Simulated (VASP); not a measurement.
**Zr: single point with PBE**

Zr:

```
CELL_PARAMETERS angstrom
0.00000 2.34797 2.34797
2.34797 0.00000 2.34797
2.34797 2.34797 0.00000
ATOMIC_POSITIONS crystal
Zr 0.00000 0.00000 0.00000
```

This isn't the form of Zr at room conditions, which is hcp.

| Property | Result |
| --- | --- |
| Program | VASP 6.6.1 |
| Task | single point |
| Functional | PBE |
| Potentials or basis | VASP PAW PBE potentials, release 64 (Zr_sv) |
| Cutoff | 520 eV |
| k mesh | 14 × 14 × 14 |
| Occupations | fermi-dirac, width 0.05 eV |
| Spin | collinear spin |
| Starting moments | [1.0] μB |

```json
{
 "Pressure": "-8.2 GPa",
 "Band gap on the k mesh": "zero (filled and empty bands overlap)",
 "Net moment": "0.00 μB per cell",
 "Valence electrons inside the program's atomic spheres": "Zr 9.71"
}
```

Levels at points of the mesh, in eV from the Fermi level:
Spin up:
| k point | band 3 | band 4 | band 5 | band 6 | band 7 | band 8 | band 9 | band 10 |
| --- | --- | --- | --- | --- | --- | --- | --- | --- |
| (0.00, 0.00, 0.00) | -26.56 | -26.56 | -5.33 | 0.95 | 0.95 | 0.95 | 3.04 | 3.04 |
| (0.50, 0.00, 0.00) | -26.65 | -26.65 | -2.67 | 0.79 | 0.81 | 0.81 | 4.57 | 4.57 |
| (0.50, 0.50, 0.00) | -26.80 | -26.80 | -2.57 | -1.83 | 2.48 | 4.57 | 4.99 | 4.99 |
Spin down:
```csv
k point,band 2,band 3,band 4,band 5,band 6,band 7,band 8,band 9,band 10,band 11
"(0.00, 0.00, 0.00)",-26.56,-26.56,-26.56,-5.33,0.95,0.95,0.95,3.04,3.04,10.29
"(0.50, 0.00, 0.00)",-27.23,-26.65,-26.65,-2.67,0.79,0.81,0.81,4.57,4.57,8.28
"(0.50, 0.50, 0.00)",-27.19,-26.80,-26.80,-2.57,-1.83,2.48,4.57,4.99,4.99,9.02
```

Wall time 120 s on 1 thread of Intel Xeon 8259CL, on a shared host, peak memory 0.21 GiB.

Caveat: the cell stands under tension.
